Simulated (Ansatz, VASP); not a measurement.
**Two plane-wave programs on Pd**

File INCAR:

```
PREC     = Accurate       # precision mode
ENCUT    = 520            # plane-wave cutoff, eV
EDIFF    = 1E-7           # SCF threshold, eV
ISMEAR   = 0              # smearing method
SIGMA    = 0.15           # smearing width, eV
LREAL    = False          # projectors in reciprocal space
LASPH    = True           # aspherical terms in the spheres
NELM     = 100            # most SCF steps
ALGO     = Normal         # electronic algorithm
ISIF     = 2              # what is computed and relaxed
LWAVE    = False          # write WAVECAR
LCHARG   = True           # write CHGCAR
GGA      = PS             # functional
LELF     = True           # ELF
LVHAR    = True         
NBANDS   = 11             # bands
```

File KPOINTS:

```
Automatic mesh
0
Gamma
  20 20 20
```

Contents of POSCAR:

```
Pd
1.0
    0.0000000000      1.7893080000      2.0226960000
    1.7893080000      0.0000000000      2.0226960000
    1.7893080000      1.7893080000      0.0000000000
Pd
1
Direct
    0.0000000000      0.0000000000      0.0000000000
```

Input for Ansatz:

```yaml
crystal:
  lattice:
    - [0.0, 1.789308, 2.022696]
    - [1.789308, 0.0, 2.022696]
    - [1.789308, 1.789308, 0.0]
  atoms:
    - { symbol: Pd, position: [0.0, 0.0, 0.0] }
basis:
  ecutwfc: 420
kpoints:
  mp_grid: { grid: [20, 20, 20] }
hamiltonian:
  xc: pbesol
scf:
  occupations: { method: gaussian, width: 0.15 }
output:
  forces: true
  stress: true
  eigenvalues: true
```

Change from the starting cell: strain -0.080 along x and y, +0.040 along z, atoms carried along.

Alike in both runs: task single point; functional PBEsol; k mesh 20 × 20 × 20; occupations gaussian, width 0.15 eV; no spin polarisation.

|  | VASP | Ansatz |
| --- | --- | --- |
| version | VASP 6.6.1 | Ansatz 0.2.0 |
| potentials or method | VASP PAW PBE potentials, release 64 (Pd), cutoff 520 eV | scalar-relativistic, plane waves, PAW |
| valence electrons in the cell | 10 | 18 |

Ansatz gave:

```
gap on the k mesh at the Fermi level (eV)                     : none
pressure (GPa)                                                : 34.4
traceless stress, the component that is largest in VASP (GPa) : -11.73
```

Task: What did VASP give for the same quantities?

Result: gap on the k mesh at the Fermi level (eV): none; pressure (GPa): 33.9; traceless stress, the component that is largest in VASP (GPa): -11.54.

VASP's potentials were made for PBE, not for PBEsol. A gap of «none» marks a metal or a gap that the smearing closes. Both programs put the cell under a high pressure, so it lies far from rest at this level. With one functional, cell and mesh, what is left measures potentials, basis and numerics. VASP's potentials hold 10 valence electrons a cell and Ansatz's 18, so a difference there can come from the potentials and not from the codes.
